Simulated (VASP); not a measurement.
Here is a VASP 6.6.1 calculation.

The input INCAR:

```
ALGO = Normal
EDIFF = 1E-6
ENCUT = 520
GGA = PE
ISIF = 2
ISMEAR = 0
LASPH = T
LCHARG = T
LELF = T
LREAL = F
LVHAR = T
LWAVE = F
NBANDS = 25
NELM = 80
PREC = Accurate
SIGMA = 0.1
```

KPOINTS

```
k-points
0
Gamma
  6 6 4
```

The input POSCAR:

```
BaBCl3
1.0
    5.1782910700      0.0000000000      0.0000000000
   -2.5891455300      4.4845316100      0.0000000000
    0.0000000000      0.0000000000      6.8395244300
Ba B Cl
1 1 3
Direct
    0.0000000000      0.0000000000      0.5000000000
    0.0000000000      0.0000000000      0.0000000000
    0.5000000000      0.0000000000      0.5000000000
    0.0000000000      0.5000000000      0.5000000000
    0.5000000000      0.5000000000      0.5000000000
```

Potentials or basis: VASP PAW PBE potentials, release 64 (Ba_sv, B, Cl).

Run with:

```sh
$ cat potpaw_PBE.64/Ba_sv/POTCAR potpaw_PBE.64/B/POTCAR potpaw_PBE.64/Cl/POTCAR > POTCAR
$ mpirun -np 1 vasp_std > vasp.out
```

**Question.** Estimate the pressure.

**Answer.** 22.0 GPa.

**Question.** Predict the band gap on the k mesh.

**Answer.** Zero (band 17 reaches 2.02 eV, above the bottom of band 18 at 1.01 eV).

Stress tensor (GPa, compression positive):
```
33.44  0.00  0.00
 0.00 33.44  0.00
 0.00  0.00 -1.03
```

Caveat: spin-orbit coupling is left out, which moves the levels of the heavy elements.
